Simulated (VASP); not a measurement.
Input of a VASP 6.6.1 run:

INCAR

```
  PREC = Accurate
  ENCUT = 520
  EDIFF = 1E-6
  ISMEAR = 0
  SIGMA = 0.1
  LREAL = F
  LASPH = T
  NELM = 100
  ALGO = Normal
  ISIF = 2
  LWAVE = F
  LCHARG = F
  GGA = PE
  NBANDS = 60
```

The input KPOINTS:

```
regular mesh
0
Gamma
  4 4 2
```

Contents of POSCAR:

```
Zr2BiN2
1.0
    4.1530123200      0.0000000000      0.0000000000
    0.0000000000      4.1530123200      0.0000000000
    0.0000000000      0.0000000000      8.1290168600
Zr Bi N
4 2 4
Direct
    0.2190060000      0.5000000000      0.0000000000
    0.7809940000      0.5000000000      0.0000000000
    0.5000000000      0.2190060000      0.5000000000
    0.5000000000      0.7809940000      0.5000000000
    0.0000000000      0.0000000000      0.7500000000
    0.0000000000      0.0000000000      0.2500000000
    0.5000000000      0.1843700000      0.0000000000
    0.5000000000      0.8156300000      0.0000000000
    0.8156300000      0.5000000000      0.5000000000
    0.1843700000      0.5000000000      0.5000000000
```

Potentials or basis: VASP PAW PBE potentials, release 64 (Zr_sv, Bi_d, N).

Launch:

```bash
$ cat potpaw_PBE.64/Zr_sv/POTCAR potpaw_PBE.64/Bi_d/POTCAR potpaw_PBE.64/N/POTCAR > POTCAR
$ mpirun -np 1 vasp_std > vasp.out
```

Task: What does it give for the pressure?

Result: 128.9 GPa.

Task: What does it give for the largest force?

Result: 15.391 eV/Å.

Task: Estimate the band gap on the k mesh.

Result: Zero (band 49 reaches 11.61 eV, above the bottom of band 50 at 10.99 eV).

Stress tensor (GPa, compression positive):
```
184.40   0.00   0.00
  0.00 184.40   0.00
  0.00   0.00  17.99
```

Caveat: the k points lie up to 0.39 Å⁻¹ apart; spin-orbit coupling is left out, which moves the levels of the heavy elements; forces of over 1 eV/Å act on the atoms, so gaps and moduli don't describe the material at rest.
